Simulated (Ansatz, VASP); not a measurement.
**Hf: VASP beside Ansatz**

```
Hf
1.0
     5.08791    0.00000    0.00000
    -2.54396    4.40626    0.00000
     0.00000    0.00000    5.56710
Hf
4
Direct
  0.33333 0.66667 0.99994
  0.66667 0.33333 0.49994
  0.33333 0.66667 0.50006
  0.66667 0.33333 0.00006
```

Alike in both runs: functional PBE; k mesh 9 × 9 × 6; occupations gaussian, width 0.1 eV; no spin polarisation.

Ansatz relaxed the structure, and its values are those at the end. VASP's run is a single point on that final structure, the one shown.

```csv
,VASP,Ansatz
version,VASP 6.6.1,Ansatz 0.2.0
potentials or method,"VASP PAW PBE potentials, release 64 (Hf_pv), cutoff 520 eV","scalar-relativistic, plane waves, PAW"
valence electrons in the cell,40,104
```

VASP gave:

| Property | Result |
| --- | --- |
| gap on the k mesh at the Fermi level (eV) | none |
| pressure (GPa) | -0.3 |
| rms of the force components (eV/Å) | 0.006 |

Question: Estimate Ansatz's values.

Answer: gap on the k mesh at the Fermi level (eV): none; pressure (GPa): -0.1; rms of the force components (eV/Å): 0.006.

A gap of «none» marks a metal or a gap that the smearing closes. With one functional, cell and mesh, what is left measures potentials, basis and numerics. VASP's potentials hold 40 valence electrons a cell and Ansatz's 104, so a difference there can come from the potentials and not from the codes.

Spin-orbit coupling is off throughout.
